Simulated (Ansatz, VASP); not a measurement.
One calculation of NaH, two programs

```
Na H
1.0
     0.00000    2.44000    2.44000
     2.44000    0.00000    2.44000
     2.44000    2.44000    0.00000
Na H
1 1
Cartesian
  0.0000 0.0000 0.0000
  2.4400 2.4400 2.4400
```

Alike in both runs: functional LDA; k mesh 9 × 9 × 9; occupations fermi-dirac, width 0.05 eV; no spin polarisation.

|  | VASP | Ansatz |
| --- | --- | --- |
| version | VASP 6.6.1 | Ansatz 0.2.0 |
| potentials or method | VASP PAW LDA potentials, release 64 (Na_pv, H) | Ansatz PAW |
| plane-wave cutoff (eV) | 520 | 420 |
| valence electrons in the cell | 8 | 10 |
| task | single point | band structure |

|  | VASP | Ansatz | Ansatz less VASP |
| --- | --- | --- | --- |
| gap on the k mesh at the Fermi level (eV) | 3.67 | 3.67 | +0.001 |
| pressure (GPa) | -2.7 | -2.6 | +0.06 |

LDA's correlation is that of Perdew and Zunger in VASP and of Perdew and Wang (1992) in Ansatz. VASP's potentials hold 8 valence electrons a cell and Ansatz's 10, so a difference there can come from the potentials and not from the codes.
